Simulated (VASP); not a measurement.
# Fe (Im-3m) in VASP: notebook, part 2 of 2

VASP 6.6.1.

## 6. Single point, PBE, collinear spin, ferromagnetic start (volume scaled by 0.88)

INCAR reads:

```
SYSTEM = Fe
PREC = Accurate
ENCUT = 520
EDIFF = 1E-6
ISMEAR = -1
SIGMA = 0.05
LREAL = .False.
LASPH = .True.
NELM = 150
ALGO = Normal
ISIF = 2
LWAVE = .False.
LCHARG = .False.
ISPIN = 2
MAGMOM = 2.208
LORBIT = 11
LMAXMIX = 4
GGA = PE
NBANDS = 14
```

KPOINTS reads:

```
Automatic mesh
0
Gamma
  25 25 25
  0 0 0
```

POSCAR reads:

```
Fe
1.0
   -1.3572233162      1.3572233162      1.3572233162
    1.3572233162     -1.3572233162      1.3572233162
    1.3572233162      1.3572233162     -1.3572233162
Fe
1
Direct
    0.0000000000      0.0000000000      0.0000000000
```

Potentials or basis: VASP PAW PBE potentials, release 64 (Fe).

Run with:

```bash
$ cat potpaw_PBE.64/Fe/POTCAR > POTCAR
$ mpirun -np 1 vasp_std > vasp.out
```

OUTCAR:

```text
SYSTEM = Fe
   PREC = Accurate
   ENCUT = 520
   EDIFF = 1E-6
   ISMEAR = -1
   LREAL = .False.
   LASPH = .True.
   NELM = 150
   ISIF = 2
   ISPIN = 2
   LORBIT = 11
   GGA = PE

 ion  position               nearest neighbor table
   1  0.000  0.000  0.000-

  LATTYP: Found a body centered cubic cell.
 ALAT       =     2.7144466324

  Lattice vectors:

 A1 = (  -1.3572233162,   1.3572233162,   1.3572233162)
 A2 = (   1.3572233162,  -1.3572233162,   1.3572233162)
 A3 = (   1.3572233162,   1.3572233162,  -1.3572233162)

Analysis of symmetry for initial positions (statically):
=====================================================================
 Subroutine PRICEL returns:
 Original cell was already a primitive cell.

 Routine SETGRP: Setting up the symmetry group for a
 body centered cubic supercell.

 Subroutine GETGRP returns: Found 48 space group operations
 (whereof 48 operations were pure point group operations)
 out of a pool of 48 trial point group operations.

The static configuration has the point symmetry O_h .

Analysis of symmetry for dynamics (positions and initial velocities):
=====================================================================
 Subroutine PRICEL returns:
 Original cell was already a primitive cell.

 Routine SETGRP: Setting up the symmetry group for a
 body centered cubic supercell.

 Subroutine GETGRP returns: Found 48 space group operations
 (whereof 48 operations were pure point group operations)
 out of a pool of 48 trial point group operations.

The dynamic configuration has the point symmetry O_h .

Analysis of structural, dynamic, and magnetic symmetry:
=====================================================================
 Subroutine PRICEL returns:
 Original cell was already a primitive cell.

 Routine SETGRP: Setting up the symmetry group for a
 body centered cubic supercell.

 Subroutine GETGRP returns: Found 48 space group operations
 (whereof 48 operations were pure point group operations)
 out of a pool of 48 trial point group operations.

The overall configuration has the point symmetry O_h .

[... 161 lines left out ...]
      7      33.4966      0.00000
      8      33.4966      0.00000
      9      33.4966      0.00000
     10      39.4721      0.00000
     11      39.4721      0.00000
     12      42.6056      0.00000
     13      42.6056      0.00000
     14      42.6056      0.00000
[... 379 lines left out ...]
      3       6.1932      1.00000
      4       6.3157      1.00000
      5       7.2345      0.80087
      6       8.3087      0.00000
      7      16.2386      0.00000
      8      26.5310      0.00000
      9      29.3341      0.00000
     10      33.1023      0.00000
     11      37.5739      0.00000
     12      43.7106      0.00000
     13      48.2377      0.00000
     14      51.6545      0.00000

 [... further k-points ...]

 spin component 2

 k-point     1 :       0.0000    0.0000    0.0000
  band No.  band energies     occupation
      1      -1.7749      1.00000
      2       6.3677      1.00000
      3       6.3678      1.00000
      4       6.3679      1.00000
      5       8.7566      0.00000
      6       8.7568      0.00000
      7      33.3263      0.00000
      8      33.3263      0.00000
      9      33.3263      0.00000
     10      39.7487      0.00000
     11      39.7487      0.00000
     12      43.2327      0.00000
     13      43.2327      0.00000
     14      43.2328      0.00000
[... 379 lines left out ...]
      3       7.5059      0.01737
      4       8.5958      0.00000
      5       9.1417      0.00000
      6       9.9973      0.00000
      7      17.4494      0.00000
      8      26.6808      0.00000
      9      29.8947      0.00000
     10      33.5575      0.00000
     11      38.2562      0.00000
     12      43.8305      0.00000
     13      48.5447      0.00000
     14      52.4318      0.00000

 [... further k-points ...]

------------------------ aborting loop because EDIFF is reached ----------------------------------------

  FORCE on cell =-STRESS in cart. coord.  units (eV):
  Direction    XX          YY          ZZ          XY          YZ          ZX
  --------------------------------------------------------------------------------------
  -------------------------------------------------------------------------------------
  Total        2.0427220      2.0427220      2.0427220     -0.0000000     -0.0000000      0.0000000
  in kB      327.2697959    327.2697959    327.2697959     -0.0000000     -0.0000000      0.0000000
  external PRESSURE =     327.2697959 kB  Pullay stress =       0.0000000 kB

 VOLUME and BASIS-vectors are now :
 -----------------------------------------------------------------------------
  energy-cutoff  :      520.00
  volume of cell :       10.00
      direct lattice vectors                 reciprocal lattice vectors
    -1.357223316  1.357223316  1.357223316     0.000000000  0.368399212  0.368399212
     1.357223316 -1.357223316  1.357223316     0.368399212  0.000000000  0.368399212
     1.357223316  1.357223316 -1.357223316     0.368399212  0.368399212  0.000000000

 POSITION                                       TOTAL-FORCE (eV/Angst)
 -----------------------------------------------------------------------------------
      0.00000      0.00000      0.00000         0.000000     -0.000000      0.000000
 -----------------------------------------------------------------------------------
    total drift:                                0.000000     -0.000000      0.000000

  FREE ENERGIE OF THE ION-ELECTRON SYSTEM (eV)
  ---------------------------------------------------
  free  energy   TOTEN  =        -8.1245136718 eV

  energy  without entropy=       -8.1160332632  energy(sigma->0) =       -8.12027347

 total charge

# of ion       s       p       d       tot
------------------------------------------
    1        0.547   0.667   6.355   7.569

 magnetization (x)

# of ion       s       p       d       tot
------------------------------------------
    1       -0.011  -0.053   2.021   1.956
```

OSZICAR:

```text
N       E                     dE             d eps       ncg     rms          rms(c)
DAV:   1     0.216701281196E+02    0.21670E+02   -0.38395E+03 28172   0.723E+02
DAV:   2    -0.823264934086E+01   -0.29903E+02   -0.27676E+02 28096   0.132E+02
DAV:   3    -0.909965374090E+01   -0.86700E+00   -0.85832E+00 31000   0.228E+01
DAV:   4    -0.910219251553E+01   -0.25388E-02   -0.25386E-02 29788   0.113E+00
DAV:   5    -0.910220228225E+01   -0.97667E-05   -0.97657E-05 31288   0.710E-02    0.132E+01
DAV:   6    -0.817459958729E+01    0.92760E+00   -0.78927E+00 33844   0.340E+01    0.417E+00
DAV:   7    -0.814085533023E+01    0.33744E-01   -0.25649E-01 30978   0.612E+00    0.292E+00
DAV:   8    -0.813171909599E+01    0.91362E-02   -0.59156E-03 31568   0.458E-01    0.155E+00
DAV:   9    -0.812430188261E+01    0.74172E-02   -0.64022E-03 34582   0.473E-01    0.303E-01
DAV:  10    -0.812453887486E+01   -0.23699E-03   -0.54455E-04 29156   0.203E-01    0.130E-01
DAV:  11    -0.812451438519E+01    0.24490E-04   -0.13778E-04 30796   0.117E-01    0.285E-02
DAV:  12    -0.812451367178E+01    0.71341E-06   -0.31095E-06 29704   0.192E-02
   1 F= -.81245137E+01 E0= -.81202735E+01  d E =-.848041E-02  mag=     1.9818
```

Run time: 3.1 min. Hardware: 1 thread of AMD EPYC 7R13, shared host; peak memory 0.17 GiB.

Results:

| Item | Value |
| --- | --- |
| Free energy | -8.1245 eV |
| Pressure | 32.7 GPa |
| Band gap on the k mesh | zero (filled and empty bands overlap) |
| Net moment | 1.98 μB per cell |
| Site moments | Fe +1.96 μB |
| Valence electrons inside the program's atomic spheres | Fe 7.57 |

Caveat: the cell differs from its parent crystal (volume scaled by 0.88).

## 7. The runs side by side

```tsv
task	spin	cell	k mesh	cutoff (eV)	smearing	gap on the mesh (eV)	pressure (GPa)	moment (μB)	relaxed volume (Å³/atom)
relaxation of cell and atoms	off	relaxed from a = 2.482 Å, angles 109.5°, 1 atom	15 × 15 × 15	600	fermi-dirac 0.1 eV	none	0.0	-	10.51
single point	collinear, ferromagnetic start	a = 2.453 Å, angles 109.5°, 1 atom	15 × 15 × 15	520	fermi-dirac 0.05 eV	none	0.0	2.19	-
single point	collinear, antiferromagnetic start	a = 2.792 Å, 2 atoms	11 × 11 × 11	520	fermi-dirac 0.05 eV	none	-0.2	0.00	-
relaxation of cell and atoms	collinear, ferromagnetic start	relaxed from a = 2.482 Å, angles 109.5°, 1 atom	15 × 15 × 15	600	fermi-dirac 0.05 eV	none	0.0	2.19	11.35
single point	collinear, ferromagnetic start	a = 2.351 Å, angles 109.5°, 1 atom	25 × 25 × 25	520	fermi-dirac 0.05 eV	none	32.7	1.98	-
```

Alike in all rows: level PBE; potentials or basis VASP PAW PBE potentials, release 64 (Fe).

Caveats: the volume moved by -11 % from the deposited cell, more than functionals usually miss (some runs).

Absolute energies hang on the potentials; compare differences alone.
